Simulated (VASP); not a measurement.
# Mg2O (P-3m1) in VASP: a series of runs

The runs below take Mg2O through single point, relaxation of cell and atoms, with PBE, PBEsol.

Everything below comes from runs of VASP 6.6.1. Logs are shortened: lines on timing, memory, paths and dates and some standing lists are left out, and cuts for length are marked.

## Step 1: The cell of the first run

The structure is trigonal, space group P-3m1 (No. 164). Conventional cell: a = 3.095 Å, b = 3.095 Å, c = 5.012 Å, α = 90.00°, β = 90.00°, γ = 120.00°. Within 2.9 Å of Mg (site symmetry 3m) lie 3 O at 2.17 Å. O (site symmetry -3m) has 6 Mg at 2.17 Å within 2.9 Å.

## Step 2: Single point, PBE

INCAR reads:

```
SYSTEM = Mg2O
  PREC = Accurate
  ENCUT = 520
  EDIFF = 1E-6
  ISMEAR = 0
  SIGMA = 0.1
  LREAL = .FALSE.
  LASPH = .TRUE.
  NELM = 60
  ALGO = Normal
  ISIF = 2
  LWAVE = .FALSE.
  LCHARG = .FALSE.
  GGA = PE
  NBANDS = 12
```

KPOINTS reads:

```
Automatic mesh
0
G
  12 12 8
  0 0 0
```

POSCAR reads:

```
Mg2O
1.0
    3.0949059414      0.0000000000      0.0000000000
   -1.5474529707      2.6802671676      0.0000000000
    0.0000000000      0.0000000000      5.0124284168
Mg O
2 1
Direct
    0.3333333333      0.6666666667      0.2472404120
    0.6666666667      0.3333333333      0.7527595880
    0.0000000000      0.0000000000      0.0000000000
```

Potentials or basis: VASP PAW PBE potentials, release 64 (Mg, O).

On the command line:

```bash
$ cat potpaw_PBE.64/Mg/POTCAR potpaw_PBE.64/O/POTCAR > POTCAR
$ mpirun -np 1 vasp_std > vasp.out
```

OUTCAR:

```text
SYSTEM = Mg2O
   PREC = Accurate
   ENCUT = 520
   EDIFF = 1E-6
   ISMEAR = 0
   LREAL = .FALSE.
   LASPH = .TRUE.
   NELM = 60
   ISIF = 2
   GGA = PE

 ion  position               nearest neighbor table
   1  0.333  0.667  0.247-   3 2.17   3 2.17   3 2.17   2 3.06   2 3.06   2 3.06   2 3.10   2 3.10
                             2 3.10
   2  0.667  0.333  0.753-   3 2.17   3 2.17   3 2.17   1 3.06   1 3.06   1 3.06   1 3.10   1 3.10
                             1 3.10
   3  0.000  0.000  0.000-   1 2.17   2 2.17   2 2.17   1 2.17   2 2.17   1 2.17

  LATTYP: Found a hexagonal cell.
 ALAT       =     3.0949059414
 C/A-ratio  =     1.6195737485

  Lattice vectors:

 A1 = (   3.0949059414,   0.0000000000,   0.0000000000)
 A2 = (  -1.5474529707,   2.6802671676,   0.0000000000)
 A3 = (   0.0000000000,   0.0000000000,   5.0124284168)

Analysis of symmetry for initial positions (statically):
=====================================================================
 Subroutine PRICEL returns:
 Original cell was already a primitive cell.

 Routine SETGRP: Setting up the symmetry group for a
 hexagonal supercell.

 Subroutine GETGRP returns: Found 12 space group operations
 (whereof 12 operations were pure point group operations)
 out of a pool of 24 trial point group operations.

The static configuration has the point symmetry D_3d.

Analysis of symmetry for dynamics (positions and initial velocities):
=====================================================================
 Subroutine PRICEL returns:
 Original cell was already a primitive cell.

 Routine SETGRP: Setting up the symmetry group for a
 hexagonal supercell.

 Subroutine GETGRP returns: Found 12 space group operations
 (whereof 12 operations were pure point group operations)
 out of a pool of 24 trial point group operations.

The dynamic configuration has the point symmetry D_3d.

 Subroutine INISYM returns: Found 12 space group operations
 (whereof 12 operations are pure point group operations),
 and found     1 'primitive' translations

----------------------------------------------------------------------------------------

                                     Primitive cell

  volume of cell :      41.5790

  direct lattice vectors                    reciprocal lattice vectors
     3.094905941  0.000000000  0.000000000     0.323111597  0.186548567  0.000000000
    -1.547452971  2.680267168  0.000000000     0.000000000  0.373097135  0.000000000
     0.000000000  0.000000000  5.012428417     0.000000000  0.000000000  0.199504096

  length of vectors
[... 90 lines left out ...]
   ISIF   =      2    stress and relaxation
   ISYM   =      2    0-nonsym 1-usesym 2-fastsym
   POTIM  = 0.5000    time-step for ionic-motion
   TEBEG  =    0.0;   TEEND  =   0.0 temperature during run
   PSTRESS=    0.0 pullay stress
   NELECT =      10.0000    total number of electrons
   NUPDOWN=      -1.0000    fix difference up-down
   EMIN   =  10.00;   EMAX   =-10.00  energy-range for DOS
   EFERMI =   0.00;   METHOD = LEGACY
   ISMEAR =     0;   SIGMA  =   0.10  broadening in eV -4-tet -1-fermi 0-gaus
   EFERMI_NEDOS =   21; number of points for ismear=-14 and -15
   IALGO  =     38    algorithm
   IMIX   =      4    mixing-type and parameters
     AMIX     =   0.40;   BMIX     =  1.00
     AMIX_MAG =   1.60;   BMIX_MAG =  1.00
  volume/ion in A,a.u.               =      13.86        93.53
  Fermi-wavevector in a.u.,A,eV,Ry     =   1.018084  1.923900 14.102370  1.036495
  Thomas-Fermi vector in A             =   2.151521
   LORBIT       =      0    0 simple, 1 ext, 2 COOP (PROOUT), +10 PAW based schemes
   GGA     = PE    functional components
   LHFCALC =     F    Hartree Fock is set to
   AEXX    =    0.0000 exact exchange contribution
   IVDW    =     0    specifies the selected vdW correction
   LEPSILON=     F    determine dielectric tensor
   LRPA    =     F    only Hartree local field effects (RPA)
 non-spin polarized calculation
 Gauss-broadening in eV      SIGMA  =   0.10
  energy-cutoff  :      520.00
  volume of cell :       41.58
 maximum number of plane-waves:      1134
 NGX is ok and might be reduce to    24

 number of electron      10.0000000 magnetization

 Free energy of the ion-electron system (eV)
  ---------------------------------------------------
  ext. energy  EPLUGINS =         0.00000000
  ---------------------------------------------------
  free energy    TOTEN  =       -12.77796548 eV

  energy without entropy =      -12.77626467  energy(sigma->0) =      -12.77711507

 E-fermi :   4.7728     XC(G=0):  -9.7014

 val. band max:        4.7262714624   @ k =   0.4167   0.1667   0.1250
 cond. band min:       4.8350371651   @ k =   0.5000  -0.0000   0.2500
 fundamental gap:      0.1087657027
 Fermi energy:         4.7728446800

 k-point     1 :       0.0000    0.0000    0.0000
  band No.  band energies     occupation
      1     -15.4118      2.00000
      2      -1.8898      2.00000
      3      -0.6881      2.00000
      4       0.5255      2.00000
      5       0.5255      2.00000
      6       7.3013      0.00000
      7       7.9449      0.00000
      8      15.6312      0.00000
      9      15.6312      0.00000
     10      16.6083      0.00000
     11      18.1178      0.00000
     12      18.1178      0.00000
[... 331 lines left out ...]
 k-point    24 :       0.0000    0.1667    0.1250
  band No.  band energies     occupation
      1     -15.2595      2.00000
      2      -1.8930      2.00000
      3      -0.8189      2.00000
      4       0.3656      2.00000
      5       0.7195      2.00000
      6       7.0855      0.00000
      7       9.1232      0.00000
      8      12.6405      0.00000
      9      14.6919      0.00000
     10      15.2067      0.00000
     11      16.2926      0.00000
     12      17.1939      0.00000

 [... further k-points ...]
[... 5 lines left out ...]
  --------------------------------------------------------------------------------------
  -------------------------------------------------------------------------------------
  Total       -0.0998018     -0.0998018     -0.0933159      0.0000000      0.0000000      0.0000000
  in kB       -3.8456989     -3.8456989     -3.5957765      0.0000000      0.0000000      0.0000000
  external PRESSURE =      -3.7623915 kB  Pullay stress =       0.0000000 kB

 VOLUME and BASIS-vectors are now :
 -----------------------------------------------------------------------------
  energy-cutoff  :      520.00
  volume of cell :       41.58
      direct lattice vectors                 reciprocal lattice vectors
     3.094905941  0.000000000  0.000000000     0.323111597  0.186548567  0.000000000
    -1.547452971  2.680267168  0.000000000     0.000000000  0.373097135  0.000000000
     0.000000000  0.000000000  5.012428417     0.000000000  0.000000000  0.199504096

 POSITION                                       TOTAL-FORCE (eV/Angst)
 -----------------------------------------------------------------------------------
     -0.00000      1.78684      1.23927         0.000000     -0.000000     -0.012182
      1.54745      0.89342      3.77315        -0.000000      0.000000      0.012182
      0.00000      0.00000      0.00000         0.000000      0.000000      0.000000
 -----------------------------------------------------------------------------------
    total drift:                               -0.000000     -0.000000     -0.000000

  FREE ENERGIE OF THE ION-ELECTRON SYSTEM (eV)
  ---------------------------------------------------
  free  energy   TOTEN  =       -12.7779654760 eV

  energy  without entropy=      -12.7762646732  energy(sigma->0) =      -12.77711507
```

Run time: 64 s. Hardware: 1 thread of Intel Xeon 8259CL, shared host; peak memory 0.21 GiB.

Results:

```
Free energy            : -12.7780 eV
Pressure               : -0.4 GPa
Largest force          : 0.012 eV/Å
Band gap on the k mesh : zero (bands 5 and 6 overlap by 1.84 eV)
```

Forces in eV/Å, atoms in the order of the input:
```
Mg   0.000  0.000 -0.012
Mg   0.000  0.000  0.012
O    0.000  0.000  0.000
```

Levels at points of the mesh, in eV from the Fermi level:
| k point | band 3 | band 4 | band 5 | band 6 | band 7 | band 8 |
| --- | --- | --- | --- | --- | --- | --- |
| (0.00, 0.00, 0.00) | -5.46 | -4.25 | -4.25 | 2.53 | 3.17 | 10.86 |
| (0.50, 0.00, 0.00) | -5.50 | -4.85 | -0.60 | -0.10 | 3.26 | 6.37 |
| (0.00, 0.00, 0.50) | -4.24 | -4.24 | -2.79 | -0.73 | 5.90 | 9.02 |
| (0.50, 0.00, 0.50) | -5.77 | -4.84 | -1.05 | 0.77 | 3.81 | 5.20 |

## Step 3: Relaxation of cell and atoms, PBE

This run uses another cell than the first one: it holds 6 atoms, not 3.

INCAR reads:

```
SYSTEM = Mg2O
ALGO = Normal ; EDIFF = 1E-6
EDIFFG = -0.08 ; ENCUT = 600
GGA = PE ; IBRION = 2
ISIF = 3 ; ISMEAR = 0
LASPH = .TRUE. ; LCHARG = .FALSE.
LREAL = .FALSE. ; LWAVE = .FALSE.
NELM = 60 ; NSW = 36
PREC = Accurate ; SIGMA = 0.2
```

KPOINTS reads:

```
k-points
0
G
  6 6 2
  0 0 0
```

POSCAR reads:

```
Mg2O
1.0
    3.1000000000      0.0000000000      0.0000000000
   -1.5500000000      2.6846787500      0.0000000000
    0.0000000000      0.0000000000      9.8800000000
Mg O
4 2
Direct
    0.0000000000      0.0000000000      0.0000000000
    0.3333333300      0.6666666700      0.7550000000
    0.6666666700      0.3333333300      0.2450000000
    0.0000000000      0.0000000000      0.5000000000
    0.3333333300      0.6666666700      0.1220000000
    0.6666666700      0.3333333300      0.8780000000
```

Potentials or basis: VASP PAW PBE potentials, release 64 (Mg, O).

On the command line:

```bash
$ cat potpaw_PBE.64/Mg/POTCAR potpaw_PBE.64/O/POTCAR > POTCAR
$ mpirun -np 1 vasp_std > vasp.out
```

It took 48 s on 1 thread of Intel Xeon 8259CL, shared host; peak memory 0.25 GiB.

The run converged. Its results:

| Item | Value |
| --- | --- |
| Free energy | -25.9271 eV |
| Relaxed volume | 13.70 Å³/atom |
| Relaxed cell | a = 3.077 Å, b = 3.077 Å, c = 10.025 Å, α = 90.00°, β = 90.00°, γ = 120.00° |
| Space group after relaxing (to 0.1 Å) | P-3m1 (No. 164) |
| Energy gained by relaxing | 4.7 meV/atom |
| Ionic steps | 2 |
| Pressure after relaxing | -0.2 GPa |
| Largest force after relaxing | 0.075 eV/Å |
| Band gap on the k mesh | zero (bands 10 and 11 overlap by 0.68 eV) |

Forces on the atoms (eV/Å):
```
Mg   0.000  0.000  0.000
Mg   0.000  0.000  0.075
Mg   0.000  0.000 -0.075
Mg   0.000  0.000  0.000
O    0.000  0.000 -0.021
O    0.000  0.000  0.021
```

Stress tensor (GPa, compression positive):
```
-0.62  0.00  0.00
 0.00 -0.62  0.00
 0.00  0.00  0.68
```

The path:
```csv
step,energy change (eV),largest force (eV/Å),pressure (GPa),volume (Å³)
1,0.0000,0.2079,-0.03,82.23
2,-0.0282,0.0746,-0.18,82.18
```

Final structure:
```
CELL_PARAMETERS angstrom
3.07658 0.00000 0.00000
-1.53829 2.66439 0.00000
0.00000 0.00000 10.02527
ATOMIC_POSITIONS crystal
Mg 0.00000 0.00000 0.00000
Mg 0.33333 0.66667 0.75436
Mg 0.66667 0.33333 0.24564
Mg 0.00000 0.00000 0.50000
O 0.33333 0.66667 0.12098
O 0.66667 0.33333 0.87902
```

Levels at points of the mesh, in eV from the Fermi level:
```csv
k point,band 8,band 9,band 10,band 11,band 12,band 13
"(0.00, 0.00, 0.00)",-4.09,-4.09,-2.90,-0.73,2.64,3.22
"(0.50, 0.00, 0.00)",-4.67,-1.63,-1.34,0.05,1.14,3.46
"(0.00, 0.00, 0.50)",-4.09,-4.09,-3.84,0.44,1.25,3.82
"(0.50, 0.00, 0.50)",-4.67,-1.65,-1.43,0.25,1.13,3.21
```

Caveat: the k points lie up to 0.39 Å⁻¹ apart in the final cell, too coarse for converged energies and pressures of a metal; semilocal functionals underestimate gaps, so a narrow gap can read as zero; the relaxation stopped at a loose force limit of 0.08 eV/Å, so its end isn't a converged minimum.

## Step 4: Single point, PBE

This run uses another cell than the first one: it holds 6 atoms, not 3.

INCAR reads:

```
PREC = Accurate
ENCUT = 520
EDIFF = 1E-6
ISMEAR = 0
SIGMA = 0.1
LREAL = F
LASPH = T
NELM = 60
ALGO = Normal
ISIF = 2
LWAVE = F
LCHARG = F
GGA = PE
NBANDS = 19
```

KPOINTS reads:

```
Automatic mesh
0
Gamma
  12 12 4
```

POSCAR reads:

```
Mg2O
1.0
    3.0773539534      0.0000000000      0.0000000000
   -1.5386769767      2.6650667000      0.0000000000
    0.0000000000      0.0000000000     10.1025797370
Mg O
4 2
Direct
    0.0000000000      0.0000000000      0.0000000000
    0.3333333333      0.6666666667      0.7558961891
    0.6666666667      0.3333333333      0.2441038109
    0.0000000000      0.0000000000      0.5000000000
    0.3333333333      0.6666666667      0.1204962734
    0.6666666667      0.3333333333      0.8795037266
```

On the command line:

```bash
$ cat potpaw_PBE.64/Mg/POTCAR potpaw_PBE.64/O/POTCAR > POTCAR
$ mpirun -np 1 vasp_std > vasp.out
```

It took 2 min on 1 thread of Intel Xeon 8259CL, shared host; peak memory 0.26 GiB.

It converged, with:

```yaml
Free_energy: -25.9882 eV
Pressure: -0.4 GPa
Largest_force: 0.016 eV/Å
Band_gap_on_the_k_mesh: zero (bands 10 and 11 overlap by 1.04 eV)
```

Forces on the atoms (eV/Å):
```
Mg   0.000  0.000  0.000
Mg   0.000  0.000  0.016
Mg   0.000  0.000 -0.016
Mg   0.000  0.000  0.000
O    0.000  0.000 -0.002
O    0.000  0.000  0.002
```

Levels at points of the mesh, in eV from the Fermi level:
```csv
k point,band 8,band 9,band 10,band 11,band 12,band 13
"(0.00, 0.00, 0.00)",-4.08,-4.08,-2.90,-0.79,2.60,3.14
"(0.50, 0.00, 0.00)",-4.66,-1.55,-1.27,0.07,1.15,3.43
"(0.00, 0.00, 0.50)",-4.08,-4.08,-3.84,0.36,1.21,3.77
"(0.50, 0.00, 0.50)",-4.66,-1.57,-1.36,0.27,1.14,3.18
```

## Step 5: Single point, PBEsol

This run uses another cell than the first one: it holds 6 atoms, not 3.

INCAR reads:

```
SYSTEM = Mg2O
PREC = Accurate
ENCUT = 520
EDIFF = 1E-6
ISMEAR = 0
SIGMA = 0.1
LREAL = .FALSE.
LASPH = .TRUE.
NELM = 100
ALGO = Normal
ISIF = 2
LWAVE = .FALSE.
LCHARG = .FALSE.
GGA = PS
NBANDS = 19
```

KPOINTS reads:

```
Automatic mesh
0
G
  12 12 4
  0 0 0
```

POSCAR is that of step 4.

On the command line:

```bash
$ cat potpaw_PBE.64/Mg/POTCAR potpaw_PBE.64/O/POTCAR > POTCAR
$ mpirun -np 1 vasp_std > vasp.out
```

Run time: 2.1 min. Hardware: 1 thread of Intel Xeon 8259CL, shared host; peak memory 0.26 GiB.

Results (log left out):

```
Free energy            : -27.5872 eV
Pressure               : -2.4 GPa
Largest force          : 0.151 eV/Å
Band gap on the k mesh : zero (bands 10 and 11 overlap by 1.09 eV)
```

Forces on the atoms (eV/Å):
```
Mg   0.000  0.000  0.000
Mg   0.000  0.000  0.151
Mg   0.000  0.000 -0.151
Mg   0.000  0.000  0.000
O    0.000  0.000 -0.015
O    0.000  0.000  0.015
```

Stress tensor (GPa, compression positive):
```
-2.49  0.00  0.00
 0.00 -2.49  0.00
 0.00  0.00 -2.35
```

Levels at points of the mesh, in eV from the Fermi level:
```
           k point  band 6  band 7  band 8  band 9  band 10  band 11  band 12  band 13  band 14  band 15
(0.00, 0.00, 0.00)   -4.41   -4.41   -4.08   -4.08    -2.89    -0.83     2.51     3.09     6.24     8.51
(0.50, 0.00, 0.00)   -5.25   -5.06   -4.67   -1.55    -1.26     0.06     1.15     3.38     4.23     5.60
(0.00, 0.00, 0.50)   -4.41   -4.41   -4.08   -4.08    -3.83     0.35     1.15     3.66     6.28     9.35
(0.50, 0.00, 0.50)   -5.25   -5.06   -4.67   -1.57    -1.35     0.28     1.14     3.12     4.62     5.07
```

Caveat: the PAW data sets were made with another functional, which shifts forces and pressure a little.

## Step 6: Relaxation of cell and atoms, PBE

This run uses another cell than the first one, of 13.79 Å³/atom.

INCAR reads:

```
  PREC = Accurate
  ENCUT = 600
  EDIFF = 1E-7
  ISMEAR = 0
  SIGMA = 0.1
  LREAL = False
  LASPH = True
  NELM = 60
  ALGO = Normal
  ISIF = 3
  LWAVE = False
  LCHARG = False
  GGA = PE
  IBRION = 2
  NSW = 100
  EDIFFG = -0.01
```

KPOINTS reads:

```
Automatic mesh
0
Gamma
  12 12 8
```

POSCAR reads:

```
Mg2O
1.0
    3.0925387620      0.0000000000      0.0000000000
   -1.5462693810      2.6782171301      0.0000000000
    0.0000000000      0.0000000000      4.9954625179
Mg O
2 1
Direct
    0.3333333333      0.6666666667      0.2476150680
    0.6666666667      0.3333333333      0.7523849320
    0.0000000000      0.0000000000      0.0000000000
```

Potentials or basis: VASP PAW PBE potentials, release 64 (Mg, O).

On the command line:

```bash
$ cat potpaw_PBE.64/Mg/POTCAR potpaw_PBE.64/O/POTCAR > POTCAR
$ mpirun -np 1 vasp_std > vasp.out
```

Wall time 2.4 min (1 thread of Intel Xeon 8259CL, shared host); peak memory 0.24 GiB.

It converged, with:

| Property | Result |
| --- | --- |
| Free energy | -12.7807 eV |
| Relaxed volume | 13.77 Å³/atom |
| Relaxed cell | a = 3.088 Å, b = 3.088 Å, c = 5.001 Å, α = 90.00°, β = 90.00°, γ = 120.00° |
| Space group after relaxing (to 0.1 Å) | P-3m1 (No. 164) |
| Energy gained by relaxing | 0.1 meV/atom |
| Ionic steps | 3 |
| Pressure after relaxing | 0.1 GPa |
| Band gap on the k mesh | zero (bands 5 and 6 overlap by 1.82 eV) |

Step by step:
```tsv
step	energy change (eV)	largest force (eV/Å)	pressure (GPa)	volume (Å³)
1	0.0000	0.0206	-0.11	41.37
2	-0.0002	0.0031	0.03	41.32
3	-0.0002	0.0004	0.05	41.30
```

Final structure:
```yaml
crystal:
  lattice:
    - [3.08811, 0.00000, 0.00000]
    - [-1.54406, 2.67438, 0.00000]
    - [0.00000, 0.00000, 5.00118]
  atoms:
    - { symbol: Mg, position: [0.33333, 0.66667, 0.24738] }
    - { symbol: Mg, position: [0.66667, 0.33333, 0.75262] }
    - { symbol: O, position: [0.00000, 0.00000, 0.00000] }
```

Levels at points of the mesh, in eV from the Fermi level:
```
           k point  band 1  band 2  band 3  band 4  band 5  band 6  band 7  band 8  band 9
(0.00, 0.00, 0.00)  -20.23   -6.70   -5.48   -4.27   -4.27    2.56    3.19   10.90   10.90
(0.50, 0.00, 0.00)  -19.57   -7.59   -5.53   -4.87   -0.61   -0.10    3.26    6.41    7.29
(0.00, 0.00, 0.50)  -20.21   -7.83   -4.27   -4.27   -2.80   -0.71    5.92    9.06   11.23
(0.50, 0.00, 0.50)  -19.57   -7.49   -5.80   -4.87   -1.06    0.76    3.84    5.23    7.79
```

(Part 1 of 2 ends here.)
